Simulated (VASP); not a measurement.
Wanted: the native input for a VASP 6.6.1 run.

* Task: relaxation of cell and atoms
* Functional: r2SCAN
* Potentials or basis: VASP PAW PBE potentials, release 64 (Ir)
* Cutoff: 600 eV
* k mesh: 20 × 20 × 20
* Occupations: gaussian, width 0.1 eV
* Spin: no spin polarisation
* Target pressure: 90 GPa
* Dipole correction: no
* Further INCAR settings: ALGO = Normal; EDIFF = 1e-07; IBRION = 2; EDIFFG = -0.008; NSW = 70; ISIF = 3

Crystal: Ir.

```
CELL_PARAMETERS angstrom
0.00000 1.81888 1.81888
1.81888 0.00000 1.81888
1.81888 1.81888 0.00000
ATOMIC_POSITIONS crystal
Ir 0.00000 0.00000 0.00000
```

The input as run:

POSCAR

```
Ir
1.0
    0.0000000000      1.8188782345      1.8188782345
    1.8188782345      0.0000000000      1.8188782345
    1.8188782345      1.8188782345      0.0000000000
Ir
1
Direct
    0.0000000000      0.0000000000      0.0000000000
```

INCAR.step1

```
PREC = Accurate
ENCUT = 600
ISMEAR = 0
SIGMA = 0.1
LREAL = False
LASPH = True
NELM = 100
GGA = PE
ALGO = Normal
EDIFF = 1E-4
LWAVE = True
LCHARG = False
```

INCAR.step2

```
PREC = Accurate
ENCUT = 600
EDIFF = 1E-7
ISMEAR = 0
SIGMA = 0.1
LREAL = False
LASPH = True
NELM = 100
ALGO = Normal
ISIF = 3
LWAVE = False
LCHARG = False
METAGGA = R2SCAN
LMIXTAU = True
IBRION = 2
NSW = 70
EDIFFG = -0.008
PSTRESS = 900.0
ISTART = 1
```

KPOINTS

```
Automatic mesh
0
Gamma
  20 20 20
```

Potentials or basis: VASP PAW PBE potentials, release 64 (Ir).

Launch:

```console
$ cat potpaw_PBE.64/Ir/POTCAR > POTCAR
$ cp INCAR.step1 INCAR
$ mpirun -np 1 vasp_std > vasp.out
$ cp INCAR.step2 INCAR
$ mpirun -np 1 vasp_std > vasp.out
```

Results of the run:

- Relaxed volume: 12.19 Å³/atom
- Relaxed cell: a = 2.583 Å, b = 2.583 Å, c = 2.583 Å, α = 60.00°, β = 60.00°, γ = 60.00°
- Space group after relaxing (to 0.1 Å): Fm-3m (No. 225)
- Energy change on relaxing (the run minimises the enthalpy): -93.9 meV/atom
- Ionic steps: 4
- Pressure after relaxing: 90.0 GPa
- Band gap on the k mesh: zero (an odd number of electrons rules out a gap without spin polarisation)

Caveat: the cell is relaxed towards a set pressure, so the run minimises the enthalpy, not the energy; the PAW data sets were made with another functional, which shifts forces and pressure a little; spin-orbit coupling is left out, which moves the levels of the heavy elements.

Run time: 2.2 min on 1 thread of Intel(R) Xeon(R) 6975P-C (Granite Rapids), on a shared host, peak memory 0.19 GiB.
